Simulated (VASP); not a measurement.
# Nb2PdSe4 (P-4m2) in VASP: a series of runs

Nb2PdSe4 is run at these levels: PBE; tasks: single point, relaxation of cell and atoms.

Everything below comes from runs of VASP 6.6.1. Logs are shortened: lines on timing, memory, paths and dates and some standing lists are left out, and cuts for length are marked.

## Step 1: The cell of the first run

Symmetry: P-4m2, No. 115, tetragonal system. Conventional cell: a = 4.076 Å, b = 4.076 Å, c = 8.108 Å, α = 90.00°, β = 90.00°, γ = 90.00°. Within 3.5 Å of Nb (site symmetry 2mm) lie 8 Se at 2.67 to 3.00 Å and 2 Pd at 3.10 Å. Within 3.3 Å of Pd (site symmetry -4m2) lie 4 Se at 2.53 Å and 4 Nb at 3.10 Å. Within 3.3 Å of Se (site symmetry 2mm) lie 2 Pd at 2.53 Å and 4 Nb at 3.00 Å and 4 Se at 3.26 Å. Within 3.5 Å of Se (site symmetry -4m2) lie 4 Nb at 2.67 Å and 8 Se at 2.88 to 3.26 Å. Within 3.5 Å of Se (site symmetry -4m2) lie 4 Nb at 2.67 Å and 8 Se at 2.88 to 3.26 Å.

## Step 2: Single point, PBE

Input file INCAR:

```
PREC = Accurate ; ENCUT = 520
EDIFF = 1E-6 ; ISMEAR = 0
SIGMA = 0.15 ; LREAL = F
LASPH = T ; NELM = 60
ALGO = Normal ; ISIF = 2
LWAVE = F ; LCHARG = F
GGA = PE ; NBANDS = 39
```

Input file KPOINTS:

```
regular mesh
0
Gamma
  3 3 2
```

Input file POSCAR:

```
Nb2PdSe4
1.0
    4.0759590747      0.0000000000      0.0000000000
    0.0000000000      4.0759590747      0.0000000000
    0.0000000000      0.0000000000      8.1080299715
Nb Pd Se
2 1 4
Direct
    0.5000000000      0.0000000000      0.7879843333
    0.0000000000      0.5000000000      0.2120156667
    0.5000000000      0.5000000000      0.5000000000
    0.5000000000      0.0000000000      0.3144704706
    0.0000000000      0.5000000000      0.6855295294
    0.5000000000      0.5000000000      0.0000000000
    0.0000000000      0.0000000000      0.0000000000
```

Potentials or basis: VASP PAW PBE potentials, release 64 (Nb_sv, Pd, Se).

Run with:

```
cat potpaw_PBE.64/Nb_sv/POTCAR potpaw_PBE.64/Pd/POTCAR potpaw_PBE.64/Se/POTCAR > POTCAR
mpirun -np 1 vasp_std > vasp.out
```

OUTCAR:

```text
PREC = Accurate
   ENCUT = 520
   EDIFF = 1E-6
   ISMEAR = 0
   LREAL = F
   LASPH = T
   NELM = 60
   ISIF = 2
   GGA = PE

 ion  position               nearest neighbor table
   1  0.500  0.000  0.788-   6 2.67   7 2.67   6 2.67   7 2.67   3 3.10   3 3.10
   2  0.000  0.500  0.212-   6 2.67   7 2.67   7 2.67   6 2.67   3 3.10   3 3.10
   3  0.500  0.500  0.500-   4 2.53   5 2.53   4 2.53   5 2.53   1 3.10   1 3.10   2 3.10   2 3.10

   4  0.500  0.000  0.314-   3 2.53   3 2.53
   5  0.000  0.500  0.686-   3 2.53   3 2.53
   6  0.500  0.500  0.000-   1 2.67   2 2.67   1 2.67   2 2.67
   7  0.000  0.000  0.000-   1 2.67   2 2.67   2 2.67   1 2.67

  LATTYP: Found a simple tetragonal cell.
 ALAT       =     4.0759590747
 C/A-ratio  =     1.9892324292

  Lattice vectors:

 A1 = (   4.0759590747,   0.0000000000,   0.0000000000)
 A2 = (   0.0000000000,   4.0759590747,   0.0000000000)
 A3 = (   0.0000000000,   0.0000000000,   8.1080299715)

Analysis of symmetry for initial positions (statically):
=====================================================================
 Subroutine PRICEL returns:
 Original cell was already a primitive cell.

 Routine SETGRP: Setting up the symmetry group for a
 simple tetragonal supercell.

 Subroutine GETGRP returns: Found  8 space group operations
 (whereof  8 operations were pure point group operations)
 out of a pool of 16 trial point group operations.

The static configuration has the point symmetry D_2d.

Analysis of symmetry for dynamics (positions and initial velocities):
=====================================================================
 Subroutine PRICEL returns:
 Original cell was already a primitive cell.

 Routine SETGRP: Setting up the symmetry group for a
 simple tetragonal supercell.

 Subroutine GETGRP returns: Found  8 space group operations
 (whereof  8 operations were pure point group operations)
 out of a pool of 16 trial point group operations.

The dynamic configuration has the point symmetry D_2d.

 Subroutine INISYM returns: Found  8 space group operations
 (whereof  8 operations are pure point group operations),
 and found     1 'primitive' translations

----------------------------------------------------------------------------------------

                                     Primitive cell

  volume of cell :     134.7023

  direct lattice vectors                    reciprocal lattice vectors
     4.075959075  0.000000000  0.000000000     0.245341031  0.000000000  0.000000000
     0.000000000  4.075959075  0.000000000     0.000000000  0.245341031  0.000000000
     0.000000000  0.000000000  8.108029972     0.000000000  0.000000000  0.123334522

  length of vectors
     4.075959075  4.075959075  8.108029972     0.245341031  0.245341031  0.123334522

  position of ions in fractional coordinates (direct lattice)
     0.500000000  0.000000000  0.787984333
     0.000000000  0.500000000  0.212015667
     0.500000000  0.500000000  0.500000000
     0.500000000  0.000000000  0.314470471
     0.000000000  0.500000000  0.685529529
     0.500000000  0.500000000  0.000000000
     0.000000000  0.000000000  0.000000000

  ion indices of the primitive-cell ions
   primitive index   ion index
                 1           1
                 2           2
                 3           3
                 4           4
                 5           5
                 6           6
                 7           7

----------------------------------------------------------------------------------------

 KPOINTS: regular mesh

Automatic generation of k-mesh.
 Grid dimensions read from file:
 generate k-points for:    3    3    2

 Generating k-lattice:

  Cartesian coordinates                     Fractional coordinates (reciprocal lattice)
     0.081780344  0.000000000  0.000000000     0.333333333  0.000000000  0.000000000
     0.000000000  0.081780344  0.000000000     0.000000000  0.333333333  0.000000000
     0.000000000  0.000000000  0.061667261     0.000000000  0.000000000  0.500000000

  Length of vectors
     0.081780344  0.081780344  0.061667261

  Shift w.r.t. Gamma in fractional coordinates (k-lattice)
     0.000000000  0.000000000  0.000000000

 Subroutine IBZKPT returns following result:
 ===========================================

 Found      6 irreducible k-points:

 Following reciprocal coordinates:
            Coordinates               Weight
  0.000000  0.000000  0.000000      1.000000
  0.333333  0.000000  0.000000      4.000000
  0.333333  0.333333  0.000000      4.000000
  0.000000  0.000000  0.500000      1.000000
  0.333333  0.000000  0.500000      4.000000
  0.333333  0.333333  0.500000      4.000000
   k-points           NKPTS =      6   k-points in BZ     NKDIM =      6   number of bands    NBANDS=     39
   number of dos      NEDOS =    301   number of ions     NIONS =      7
   total plane-waves  NPLWV =  54000
   dimension x,y,z NGX =    30 NGY =   30 NGZ =   60
   dimension x,y,z NGXF=    60 NGYF=   60 NGZF=  120
   ions per type =               2   1   4
   NGX,Y,Z   is equivalent  to a cutoff of  12.24, 12.24, 12.30 a.u.
   NGXF,Y,Z  is equivalent  to a cutoff of  24.47, 24.47, 24.60 a.u.
 SYSTEM =  unknown system
   PREC   = accura    normal or accurate (medium, high low for compatibility)
   ISTART =      0    job   : 0-new  1-cont  2-samecut
   ICHARG =      2    charge: 1-file 2-atom 10-const
   ISPIN  =      1    spin polarized calculation?
   LNONCOLLINEAR =      F non collinear calculations
   LSORBIT =      F    spin-orbit coupling
   LASPH  =      T    aspherical Exc in radial PAW
   ENCUT  =  520.0 eV  38.22 Ry    6.18 a.u.   7.58  7.58 15.08*2*pi/ulx,y,z
   NELM   =     60;   NELMIN=  2; NELMDL= -5     # of ELM steps
   EDIFF  = 0.1E-05   stopping-criterion for ELM
   LREAL  =      F    real-space projection
   EDIFFG = 0.1E-04   stopping-criterion for IOM
   NSW    =      0    number of steps for IOM
   IBRION =     -1    ionic relax: 0-MD 1-quasi-New 2-CG
   NFREE  =      0    steps in history (QN), initial steepest desc. (CG)
   ISIF   =      2    stress and relaxation
   ISYM   =      2    0-nonsym 1-usesym 2-fastsym
   POTIM  = 0.5000    time-step for ionic-motion
   TEBEG  =    0.0;   TEEND  =   0.0 temperature during run
   PSTRESS=    0.0 pullay stress
   NELECT =      60.0000    total number of electrons
   NUPDOWN=      -1.0000    fix difference up-down
   EMIN   =  10.00;   EMAX   =-10.00  energy-range for DOS
   EFERMI =   0.00;   METHOD = LEGACY
   ISMEAR =     0;   SIGMA  =   0.15  broadening in eV -4-tet -1-fermi 0-gaus
   EFERMI_NEDOS =   21; number of points for ismear=-14 and -15
   IALGO  =     38    algorithm
   IMIX   =      4    mixing-type and parameters
     AMIX     =   0.40;   BMIX     =  1.00
     AMIX_MAG =   1.60;   BMIX_MAG =  1.00
  volume/ion in A,a.u.               =      19.24       129.86
  Fermi-wavevector in a.u.,A,eV,Ry     =   1.250260  2.362648 21.267940  1.563149
  Thomas-Fermi vector in A             =   2.384262
   LORBIT       =      0    0 simple, 1 ext, 2 COOP (PROOUT), +10 PAW based schemes
   GGA     = PE    functional components
   LHFCALC =     F    Hartree Fock is set to
   AEXX    =    0.0000 exact exchange contribution
   IVDW    =     0    specifies the selected vdW correction
   LEPSILON=     F    determine dielectric tensor
   LRPA    =     F    only Hartree local field effects (RPA)
 non-spin polarized calculation
 Gauss-broadening in eV      SIGMA  =   0.15
  energy-cutoff  :      520.00
  volume of cell :      134.70
 maximum number of plane-waves:      3647
 NGX is ok and might be reduce to    30
   NGX = 15   NGY = 15   NGZ = 31

 number of electron      60.0000002 magnetization

 Free energy of the ion-electron system (eV)
  ---------------------------------------------------
  ext. energy  EPLUGINS =         0.00000000
  ---------------------------------------------------
  free energy    TOTEN  =       -41.24833085 eV

  energy without entropy =      -41.18326007  energy(sigma->0) =      -41.21579546

 E-fermi :   8.1496     XC(G=0): -11.1452

 val. band max:        8.1399968235   @ k =   0.3333   0.0000   0.0000
 cond. band min:       8.2455362525   @ k =   0.3333   0.0000   0.5000
 fundamental gap:      0.1055394291
 Fermi energy:         8.1495804707

 k-point     1 :       0.0000    0.0000    0.0000
  band No.  band energies     occupation
      1     -47.6920      2.00000
      2     -47.6911      2.00000
      3     -23.7981      2.00000
      4     -23.7697      2.00000
      5     -23.7681      2.00000
      6     -23.7681      2.00000
[... 31 lines left out ...]
     38      10.9092      0.00000
     39      11.0445      0.00000

 k-point     2 :       0.3333    0.0000    0.0000
  band No.  band energies     occupation
      1     -47.6909      2.00000
      2     -47.6904      2.00000
      3     -23.7994      2.00000
      4     -23.7839      2.00000
      5     -23.7718      2.00000
      6     -23.7656      2.00000
[... 31 lines left out ...]
     38      10.7754      0.00000
     39      10.7882      0.00000

 k-point     3 :       0.3333    0.3333    0.0000
  band No.  band energies     occupation
      1     -47.6899      2.00000
      2     -47.6897      2.00000
      3     -23.7986      2.00000
      4     -23.7873      2.00000
      5     -23.7775      2.00000
      6     -23.7714      2.00000
[... 31 lines left out ...]
     38      11.1619      0.00000
     39      11.2039      0.00000

 k-point     4 :       0.0000    0.0000    0.5000
  band No.  band energies     occupation
      1     -47.6919      2.00000
      2     -47.6911      2.00000
      3     -23.7970      2.00000
      4     -23.7708      2.00000
      5     -23.7681      2.00000
      6     -23.7681      2.00000
[... 31 lines left out ...]
     38      10.5965      0.00000
     39      10.6042      0.00000

 k-point     5 :       0.3333    0.0000    0.5000
  band No.  band energies     occupation
      1     -47.6909      2.00000
      2     -47.6905      2.00000
      3     -23.7995      2.00000
      4     -23.7837      2.00000
      5     -23.7724      2.00000
      6     -23.7656      2.00000
[... 31 lines left out ...]
     38      10.6099      0.00000
     39      11.0377      0.00000

 k-point     6 :       0.3333    0.3333    0.5000
  band No.  band energies     occupation
      1     -47.6899      2.00000
      2     -47.6897      2.00000
      3     -23.7985      2.00000
      4     -23.7874      2.00000
      5     -23.7773      2.00000
      6     -23.7717      2.00000
[... 31 lines left out ...]
     38      11.1526      0.00000
     39      11.1733      0.00000

------------------------ aborting loop because EDIFF is reached ----------------------------------------

  FORCE on cell =-STRESS in cart. coord.  units (eV):
  Direction    XX          YY          ZZ          XY          YZ          ZX
  --------------------------------------------------------------------------------------
  -------------------------------------------------------------------------------------
  Total        0.4554566      0.4554566      0.0955010      0.0000000      0.0000000      0.0000000
  in kB        5.4172968      5.4172968      1.1359093      0.0000000      0.0000000      0.0000000
  external PRESSURE =       3.9901677 kB  Pullay stress =       0.0000000 kB

 VOLUME and BASIS-vectors are now :
 -----------------------------------------------------------------------------
  energy-cutoff  :      520.00
  volume of cell :      134.70
      direct lattice vectors                 reciprocal lattice vectors
     4.075959075  0.000000000  0.000000000     0.245341031  0.000000000  0.000000000
     0.000000000  4.075959075  0.000000000     0.000000000  0.245341031  0.000000000
     0.000000000  0.000000000  8.108029972     0.000000000  0.000000000  0.123334522

 POSITION                                       TOTAL-FORCE (eV/Angst)
 -----------------------------------------------------------------------------------
      2.03798      0.00000      6.38900        -0.000000      0.000000     -0.010673
      0.00000      2.03798      1.71903         0.000000      0.000000      0.010673
      2.03798      2.03798      4.05401         0.000000     -0.000000      0.000000
      2.03798      0.00000      2.54974         0.000000      0.000000     -0.059917
      0.00000      2.03798      5.55829         0.000000      0.000000      0.059917
      2.03798      2.03798      0.00000         0.000000     -0.000000      0.000000
      0.00000      0.00000      0.00000         0.000000      0.000000      0.000000
 -----------------------------------------------------------------------------------
    total drift:                                0.000000      0.000000      0.000000

  FREE ENERGIE OF THE ION-ELECTRON SYSTEM (eV)
  ---------------------------------------------------
  free  energy   TOTEN  =       -41.2483308477 eV

  energy  without entropy=      -41.1832600736  energy(sigma->0) =      -41.21579546
```

It took 33 s on 1 thread of Intel Xeon Platinum 8375C at 2.90GHz (Ice Lake), shared host; peak memory 0.23 GiB.

What came out:

```
Free energy            : -41.2483 eV
Pressure               : 0.4 GPa
Largest force          : 0.060 eV/Å
Band gap on the k mesh : zero (band 30 reaches 8.32 eV, above the bottom of band 31 at 7.90 eV)
```

Forces in eV/Å, atoms in the order of the input:
```
Nb   0.000  0.000 -0.011
Nb   0.000  0.000  0.011
Pd   0.000  0.000  0.000
Se   0.000  0.000 -0.060
Se   0.000  0.000  0.060
Se   0.000  0.000  0.000
Se   0.000  0.000  0.000
```

Caveat: the k points lie up to 0.51 Å⁻¹ apart.

[end of part 1 of 2]
